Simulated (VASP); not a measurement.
# Si (Fd-3m) in VASP: G0W0 quasiparticle levels with PBE

Aim: the G0W0 quasiparticle levels of Si with PBE.

Program: VASP 6.6.1. These are calculated values, not measurements. Logs are shortened: lines on timing, memory, paths and dates and some standing lists are left out, and cuts for length are marked.

### 1 The cell of the first run

The structure is cubic, space group Fd-3m (No. 227). Conventional cell: a = 5.444 Å, b = 5.444 Å, c = 5.444 Å, α = 90.00°, β = 90.00°, γ = 90.00°. Si (site symmetry -43m) has 4 Si at 2.36 Å within 3.1 Å.

### 2 G0W0 quasiparticle levels, PBE

Input file POSCAR:

```
Si
1.0
    0.0000000000      2.7221188958      2.7221188958
    2.7221188958      0.0000000000      2.7221188958
    2.7221188958      2.7221188958      0.0000000000
Si
2
Direct
    0.0000000000      0.0000000000      0.0000000000
    0.2500000000      0.2500000000      0.2500000000
```

Input file INCAR.step1:

```
SYSTEM = Si
ALGO = Normal ; EDIFF = 1E-8
ENCUT = 500 ; GGA = PE
ISMEAR = 0 ; LASPH = .True.
LCHARG = .False. ; LREAL = .False.
LWAVE = .True. ; NELM = 60
PREC = Accurate ; SIGMA = 0.01
```

Input file INCAR.step2:

```
SYSTEM = Si
ALGO = Exact ; EDIFF = 1E-8
ENCUT = 500 ; GGA = PE
ISMEAR = 0 ; ISTART = 1
LASPH = .True. ; LCHARG = .False.
LOPTICS = .True. ; LREAL = .False.
LWAVE = .True. ; NBANDS = 69
NELM = 1 ; PREC = Accurate
SIGMA = 0.01
```

Input file INCAR.step3:

```
SYSTEM = Si
ALGO = EVGW0 ; EDIFF = 1E-8
ENCUT = 500 ; ENCUTGW = 80.0
GGA = PE ; ISMEAR = 0
ISTART = 1 ; LASPH = .True.
LCHARG = .False. ; LREAL = .False.
LWAVE = .False. ; NBANDS = 69
NBANDSGW = 12 ; NELMGW = 1
NOMEGA = 96 ; OMEGAMAX = 20
PREC = Accurate ; PRECFOCK = Fast
SIGMA = 0.01
```

Input file KPOINTS:

```
k-points
0
Gamma
  6 6 6
  0 0 0
```

Potentials or basis: VASP PAW PBE potentials, release 64 (Si_GW).

Launch:

```
$ cat potpaw_PBE.64/Si_GW/POTCAR > POTCAR
$ cp INCAR.step1 INCAR
$ mpirun -np 1 vasp_std > vasp.out
$ cp INCAR.step2 INCAR
$ mpirun -np 1 vasp_std > vasp.out
$ cp INCAR.step3 INCAR
$ mpirun -np 1 vasp_std > vasp.out
```

OUTCAR:

```text
SYSTEM = Si
   EDIFF = 1E-8
   ENCUT = 500
   ENCUTGW = 80.0
   GGA = PE
   ISMEAR = 0
   ISTART = 1
   LASPH = .True.
   LREAL = .False.
   NELMGW = 1
   PREC = Accurate
   PRECFOCK = Fast

 ion  position               nearest neighbor table
   1  0.000  0.000  0.000-   2 2.36   2 2.36   2 2.36   2 2.36
   2  0.250  0.250  0.250-   1 2.36   1 2.36   1 2.36   1 2.36

  LATTYP: Found a face centered cubic cell.
 ALAT       =     5.4442377916

  Lattice vectors:

 A1 = (   0.0000000000,   2.7221188958,   2.7221188958)
 A2 = (   2.7221188958,   0.0000000000,   2.7221188958)
 A3 = (   2.7221188958,   2.7221188958,   0.0000000000)

Analysis of symmetry for initial positions (statically):
=====================================================================
 Subroutine PRICEL returns:
 Original cell was already a primitive cell.

 Routine SETGRP: Setting up the symmetry group for a
 face centered cubic supercell.

 Subroutine GETGRP returns: Found 48 space group operations
 (whereof 24 operations were pure point group operations)
 out of a pool of 48 trial point group operations.

The static configuration has the point symmetry T_d .
 The point group associated with its full space group is O_h .

Analysis of symmetry for dynamics (positions and initial velocities):
=====================================================================
 Subroutine PRICEL returns:
 Original cell was already a primitive cell.

 Routine SETGRP: Setting up the symmetry group for a
 face centered cubic supercell.

 Subroutine GETGRP returns: Found 48 space group operations
 (whereof 24 operations were pure point group operations)
 out of a pool of 48 trial point group operations.

The dynamic configuration has the point symmetry T_d .
 The point group associated with its full space group is O_h .

 Subroutine INISYM returns: Found 48 space group operations
 (whereof 24 operations are pure point group operations),
 and found     1 'primitive' translations

[... 81 lines left out ...]
   LSORBIT =      F    spin-orbit coupling
   LASPH  =      T    aspherical Exc in radial PAW
   ENCUT  =  500.0 eV  36.75 Ry    6.06 a.u.   7.02  7.02  7.02*2*pi/ulx,y,z
   NELM   =     60;   NELMIN=  2; NELMDL=  0     # of ELM steps
   EDIFF  = 0.1E-07   stopping-criterion for ELM
   LREAL  =      F    real-space projection
   EDIFFG = 0.1E-06   stopping-criterion for IOM
   NSW    =      0    number of steps for IOM
   IBRION =     -1    ionic relax: 0-MD 1-quasi-New 2-CG
   NFREE  =      0    steps in history (QN), initial steepest desc. (CG)
   ISIF   =      0    stress and relaxation
   ISYM   =      3    0-nonsym 1-usesym 2-fastsym
   POTIM  = 0.5000    time-step for ionic-motion
   TEBEG  =    0.0;   TEEND  =   0.0 temperature during run
   PSTRESS=    0.0 pullay stress
   NELECT =       8.0000    total number of electrons
   NUPDOWN=      -1.0000    fix difference up-down
   EMIN   =  10.00;   EMAX   =-10.00  energy-range for DOS
   EFERMI =   0.00;   METHOD = LEGACY
   ISMEAR =     0;   SIGMA  =   0.01  broadening in eV -4-tet -1-fermi 0-gaus
   EFERMI_NEDOS =   21; number of points for ismear=-14 and -15
   IALGO  =     38    algorithm
   IMIX   =      4    mixing-type and parameters
     AMIX     =   0.40;   BMIX     =  1.00
     AMIX_MAG =   1.60;   BMIX_MAG =  1.00
  volume/ion in A,a.u.               =      20.17       136.12
  Fermi-wavevector in a.u.,A,eV,Ry     =   0.954672  1.804069 12.400344  0.911400
  Thomas-Fermi vector in A             =   2.083440
   LORBIT       =      0    0 simple, 1 ext, 2 COOP (PROOUT), +10 PAW based schemes
   GGA     = PE    functional components
   LHFCALC =     T    Hartree Fock is set to
   PRECFOCK=fast      Normal, Fast or Accurate (Low or Medium for compatibility)
   ENCUT4O =  -1.0   cutoff for four orbital integrals eV
   NKREDX  =     1    reduce k-point grid by
   NKREDY  =     1    reduce k-point grid by
   NKREDZ  =     1    reduce k-point grid by
   AEXX    =    1.0000 exact exchange contribution
   HFSCREEN=    0.0000 screening length (either q_TF or 0.3 A-1)
   HFSCREENC=   0.0000 screening length for correlation (either q_TF or 0.3 A-1)
   ENCUTFOCK=  -1.0 apply spherical cutoff to Coloumb kernel
   IVDW    =     0    specifies the selected vdW correction
   LEPSILON=     F    determine dielectric tensor
   LRPA    =     F    only Hartree local field effects (RPA)
   LRPAFORCE           =     F    calculate RPA forces
   ENCUTGW             =  80.0    cutoff for response function in eV
   ENCUTGWSOFT         =  64.0    soft cutoff for Coulomb kernel in GW response function in eV
   ENCUTLF             =  -1.0    cutoff for local field effects
   NELMGW              =     1    number of iterations in solving QP/BSE equation
   NELMHF              =     1    number of iterations in the inner HF iteration
   NKREDLFX            =     1    NKREDLFY  =   1   NKREDLFZ  =   1
 non-spin polarized calculation
 Gauss-broadening in eV      SIGMA  =   0.01
  energy-cutoff  :      500.00
  volume of cell :       40.34
 maximum number of plane-waves:      1034
  NGX = 16; NGY = 16; NGZ = 16
   NGX = 13   NGY = 13   NGZ = 13
 maximum number of plane-waves:        72
 NGX is ok and might be reduce to    14

 QP shifts <psi_nk| G(iteration)W_0 |psi_nk>: iteration 1
 for sc-GW calculations column KS-energies equals QP-energies in previous step
 and V_xc(KS)=  KS-energies - (<T + V_ion + V_H > + <T+V_H+V_ion>^1  + <V_x>^1)

 k-point   1 :       0.0000    0.0000    0.0000
  band No.  KS-energies  QP-energies   sigma(KS)   V_xc(KS)     V^pw_x(r,r')   Z            occupation Imag(sigma)

      1      -6.5145      -6.7563     -10.8213     -10.4433     -17.4855       0.6396       2.0000       1.1332
      2       5.3979       5.1392     -11.7296     -11.3889     -12.7043       0.7595       2.0000       0.0290
      3       5.3979       5.1392     -11.7296     -11.3889     -12.7043       0.7595       2.0000       0.0290
      4       5.3979       5.1392     -11.7296     -11.3889     -12.7043       0.7595       2.0000       0.0290
      5       7.9540       8.2393      -9.7129     -10.0911      -5.7143       0.7542       0.0000      -0.0668
      6       7.9540       8.2393      -9.7129     -10.0911      -5.7143       0.7542       0.0000      -0.0668
      7       7.9540       8.2393      -9.7129     -10.0911      -5.7143       0.7542       0.0000      -0.0668
      8       8.6726       9.1219     -10.4528     -11.0546      -6.0931       0.7467       0.0000      -0.0775
      9      13.1149      13.4594      -9.5226      -9.9886      -4.2073       0.7395       0.0000      -0.2328
     10      13.1149      13.4594      -9.5226      -9.9886      -4.2073       0.7395       0.0000      -0.2328
     11      13.3241      13.2035      -7.9154      -7.7578      -2.6687       0.7653       0.0000      -0.2801
     12      16.6200      16.6330      -8.3225      -8.3400      -2.2709       0.7451       0.0000      -0.6227
[... 228 lines left out ...]
      1      -2.2798      -2.5456     -11.3236     -10.9400     -16.0402       0.6928       2.0000       0.5147
      2      -2.2798      -2.5456     -11.3236     -10.9400     -16.0402       0.6928       2.0000       0.5147
      3       1.7805       1.3827     -10.6738     -10.1232     -12.9336       0.7223       2.0000       0.0896
      4       1.7805       1.3827     -10.6738     -10.1232     -12.9336       0.7223       2.0000       0.0896
      5       8.1456       8.3257      -9.2953      -9.5330      -5.1776       0.7578       0.0000      -0.0730
      6       8.1456       8.3257      -9.2953      -9.5330      -5.1776       0.7578       0.0000      -0.0730
      7      12.1316      12.3931      -9.7815     -10.1395      -4.3476       0.7302       0.0000      -0.2347
      8      12.1316      12.3931      -9.7815     -10.1395      -4.3476       0.7302       0.0000      -0.2347
      9      15.9228      16.2284     -10.2478     -10.6708      -3.8596       0.7227       0.0000      -0.5616
     10      15.9228      16.2284     -10.2478     -10.6708      -3.8596       0.7227       0.0000      -0.5616
     11      18.2898      18.5738      -9.9914     -10.3828      -3.3658       0.7255       0.0000      -0.7430
     12      18.2898      18.5738      -9.9914     -10.3828      -3.3658       0.7255       0.0000      -0.7430
```

OUTCAR.step1:

```text
SYSTEM = Si
   EDIFF = 1E-8
   ENCUT = 500
   GGA = PE
   ISMEAR = 0
   LASPH = .True.
   LREAL = .False.
[... 387 lines left out ...]
      0.00000      0.00000      0.00000         0.000000      0.000000      0.000000
      1.36106      1.36106      1.36106        -0.000000     -0.000000     -0.000000
 -----------------------------------------------------------------------------------
    total drift:                                0.000000      0.000000     -0.000000

  FREE ENERGIE OF THE ION-ELECTRON SYSTEM (eV)
  ---------------------------------------------------
  free  energy   TOTEN  =       -10.8187364422 eV

  energy  without entropy=      -10.8187364422  energy(sigma->0) =      -10.81873644
```

OUTCAR.step2:

```text
SYSTEM = Si
   EDIFF = 1E-8
   ENCUT = 500
   GGA = PE
[... 851 lines left out ...]
  --------------------------------------------------------------------------------------------------------------
     0.00000    16.79313    16.79313    16.79313     0.00000     0.00000    -0.00000
     0.98517    18.22827    18.22827    18.22827     0.00000     0.00000    -0.00000
     1.97035    25.66122    25.66122    25.66122     0.00000     0.00000    -0.00000
     2.95552     4.19444     4.19444     4.19444     0.00000     0.00000    -0.00000
     3.94069   -45.27701   -45.27701   -45.27701    -0.00000    -0.00000     0.00000
     4.92586   -10.08995   -10.08995   -10.08995    -0.00000    -0.00000     0.00000
[... 92 lines left out ...]
    96.54691     0.96941     0.96941     0.96941    -0.00000    -0.00000     0.00000
    97.53209     0.97006     0.97006     0.97006    -0.00000    -0.00000     0.00000
```

Run time: 5.2 min. Hardware: 1 thread of AMD EPYC 7R13, shared host; peak memory 0.47 GiB.

What came out:

```
Quasiparticle gap                                   : 1.09 eV
Least direct quasiparticle gap                      : 3.10 eV
Band gap of the starting levels on the mesh         : 0.72 eV
Least direct gap of the starting levels on the mesh : 2.56 eV
```

Caveat: bands, screening cutoff and mesh are small and nothing is extrapolated, so the quasiparticle values aren't converged.
